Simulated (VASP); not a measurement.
The system is SnSe.

```xyz
2
Lattice="0.0000 3.0281 3.0281 3.0281 0.0000 3.0281 3.0281 3.0281 0.0000" Properties=species:S:1:pos:R:3 pbc="T T T"
Sn    0.0000    0.0000    0.0000
Se    3.0281    3.0281    3.0281
```

| Property | Result |
| --- | --- |
| Program | VASP 6.6.1 |
| Task | relaxation of cell and atoms |
| Functional | PBEsol |
| Potentials or basis | VASP PAW PBE potentials, release 64 (Sn_d, Se) |
| Cutoff | 600 eV |
| k mesh | 6 × 6 × 6 |
| Occupations | fermi-dirac, width 0.02 eV |
| Spin | no spin polarisation |

At the start: pressure -3.0 GPa; volume 27.77 Å³/atom.

How do energy, volume and symmetry change on relaxing?

Over 3 steps the energy falls by 16.3 meV/atom and the volume is 26.13 Å³/atom (-5.9 %); space group Fm-3m (No. 225, to 0.05 Å).

The path:
| step | energy change (eV) | largest force (eV/Å) | pressure (GPa) | volume (Å³) |
| --- | --- | --- | --- | --- |
| 1 | 0.0000 | 0.0000 | -3.04 | 55.53 |
| 2 | -0.0301 | 0.0000 | 0.97 | 51.41 |
| 3 | -0.0327 | 0.0000 | 0.02 | 52.26 |

Final structure:
```cif
data_structure
_symmetry_space_group_name_H-M 'P 1'
_symmetry_Int_Tables_number 1
_cell_length_a 4.1965
_cell_length_b 4.1965
_cell_length_c 4.1965
_cell_angle_alpha 60.000
_cell_angle_beta 60.000
_cell_angle_gamma 60.000
_cell_volume 52.26
loop_
_atom_site_label
_atom_site_type_symbol
_atom_site_fract_x
_atom_site_fract_y
_atom_site_fract_z
_atom_site_occupancy
Sn1 Sn 0.00000 0.00000 0.00000 1
Se1 Se 0.50000 0.50000 0.50000 1
```

Caveat: the PAW data sets were made with another functional, which shifts forces and pressure a little.
